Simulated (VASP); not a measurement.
CaO, 2 atoms in the cell. The structure is cubic, space group Fm-3m (No. 225). The conventional cell has a = 4.714 Å, b = 4.714 Å, c = 4.714 Å, α = 90.00°, β = 90.00°, γ = 90.00°. Within 3.1 Å of Ca (site symmetry m-3m) lie 6 O at 2.36 Å. Within 3.1 Å of O (site symmetry m-3m) lie 6 Ca at 2.36 Å.  This cell differs from its parent crystal: volume changed by -5%.

```yaml
Program: VASP 6.6.1
Task: single point
Functional: PBE
Potentials_or_basis: VASP PAW PBE potentials, release 64 (Ca_sv, O)
Cutoff: 520 eV
k_mesh: 6 × 6 × 6
Occupations: gaussian, width 0.01 eV
Spin: no spin polarisation
Dipole_correction: no
Further_INCAR_settings: ALGO = Normal; EDIFF = 1e-07; NBANDS = 15
```

Potentials or basis: VASP PAW PBE potentials, release 64 (Ca_sv, O).

The run is started by

```sh
$ cat potpaw_PBE.64/Ca_sv/POTCAR potpaw_PBE.64/O/POTCAR > POTCAR
$ mpirun -np 1 vasp_std > vasp.out
```

Hardware: 1 thread of Intel(R) Xeon(R) 6975P-C (Granite Rapids), on a shared host.

Question: How long does it take, and how much memory?

Answer: It took 5.2 s on 1 thread of Intel(R) Xeon(R) 6975P-C (Granite Rapids), on a shared host, peak memory 0.15 GiB. Counts: scf iterations 13, k points 16.
